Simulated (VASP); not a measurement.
Here is a VASP 6.6.1 calculation.

POSCAR

```
BP
1.0
    0.0000000000      2.3135014941      2.3135014941
    2.3135014941      0.0000000000      2.3135014941
    2.3135014941      2.3135014941      0.0000000000
B P
1 1
Direct
    0.0000000000      0.0000000000      0.0000000000
    0.2500000000      0.2500000000      0.2500000000
```

The input INCAR.step1:

```
SYSTEM = BP
PREC = Accurate
ENCUT = 520
ISMEAR = 0
SIGMA = 0.05
LREAL = .False.
LASPH = .True.
NELM = 60
NBANDS = 11
GGA = PE
ALGO = Normal
EDIFF = 1E-4
LWAVE = .True.
LCHARG = .False.
```

INCAR.step2

```
SYSTEM = BP
PREC = Accurate
ENCUT = 520
EDIFF = 1E-7
ISMEAR = 0
SIGMA = 0.05
LREAL = .False.
LASPH = .True.
NELM = 60
ALGO = Normal
ISIF = 2
LWAVE = .False.
LCHARG = .False.
METAGGA = R2SCAN
LMIXTAU = .True.
NBANDS = 11
ISTART = 1
```

The input KPOINTS:

```
Automatic mesh
0
Gamma
  12 12 12
  0 0 0
```

Potentials or basis: VASP PAW PBE potentials, release 64 (B, P).

Command:

```sh
$ cat potpaw_PBE.64/B/POTCAR potpaw_PBE.64/P/POTCAR > POTCAR
$ cp INCAR.step1 INCAR
$ mpirun -np 1 vasp_std > vasp.out
$ cp INCAR.step2 INCAR
$ mpirun -np 1 vasp_std > vasp.out
```

What does it give for the pressure?

-9.4 GPa.

Predict the band gap on the k mesh.

1.52 eV (least direct gap 3.56 eV).

Caveat: the cell stands under tension; the PAW data sets were made with another functional, which shifts forces and pressure a little. A k mesh can miss the band edges.
